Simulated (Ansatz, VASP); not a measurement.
## One calculation of CdS, two programs

```
Cd S
1.0
     0.00000    2.75324    2.75324
     2.75324    0.00000    2.75324
     2.75324    2.75324    0.00000
Cd S
1 1
Direct
  0.00000 0.00000 0.00000
  0.50000 0.50000 0.50000
```

Alike in both runs: task single point; functional PBE; k mesh 8 × 8 × 8; occupations gaussian, width 0.029 eV; no spin polarisation.

|  | VASP | Ansatz |
| --- | --- | --- |
| version | VASP 6.6.1 | Ansatz 0.2.0 |
| potentials or method | VASP PAW PBE potentials, release 64 (Cd, S) | Ansatz PAW |
| plane-wave cutoff (eV) | 520 | 420 |
| valence electrons in the cell | 18 | 26 |

Ansatz gave:

* gap on the k mesh at the Fermi level (eV): 0.26
* least direct gap on the mesh (eV): 1.55
* pressure (GPa): -0.4

Which values does VASP return?

gap on the k mesh at the Fermi level (eV): 0.25; least direct gap on the mesh (eV): 1.53; pressure (GPa): -0.1.

VASP's potentials hold 18 valence electrons a cell and Ansatz's 26, so a difference there can come from the potentials and not from the codes.
